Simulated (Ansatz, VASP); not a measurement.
One calculation of NbRu3C, two programs

```xyz
5
Lattice="5.3939 0.0000 0.0000 -2.6970 4.6713 0.0000 0.0000 0.0000 2.7745" Properties=species:S:1:pos:R:3 pbc="T T T"
Nb    2.6970    1.5571    1.3873
Ru   -1.3602    3.8995    1.3873
Ru    0.0000    1.5435    1.3873
Ru    1.3602    3.8995    1.3873
C     0.0000    3.1142    0.0000
```

Alike in both runs: functional PBE; k mesh 6 × 6 × 4; occupations gaussian, width 0.1 eV; no spin polarisation.

Ansatz relaxed the structure, and its values are those at the end. VASP's run is a single point on that final structure, the one shown.

|  | VASP | Ansatz |
| --- | --- | --- |
| version | VASP 6.6.1 | Ansatz 0.2.0 |
| potentials or method | VASP PAW PBE potentials, release 64 (Nb_sv, Ru_pv, C), cutoff 520 eV | scalar-relativistic, plane waves, PAW |
| valence electrons in the cell | 59 | 65 |

|  | VASP | Ansatz | Ansatz less VASP |
| --- | --- | --- | --- |
| gap on the k mesh at the Fermi level (eV) | none | none | - |
| pressure (GPa) | 0.1 | 0.1 | -0.03 |
| rms of the force components (eV/Å) | 0.006 | 0.006 | -0.0008 |

A gap of «none» marks a metal or a gap that the smearing closes. The functional is the same, so the differences come from potentials, cutoffs and numerics. VASP's potentials hold 59 valence electrons a cell and Ansatz's 65, so a difference there can come from the potentials and not from the codes.

The k mesh is coarse, so the values compare programs but aren't converged.
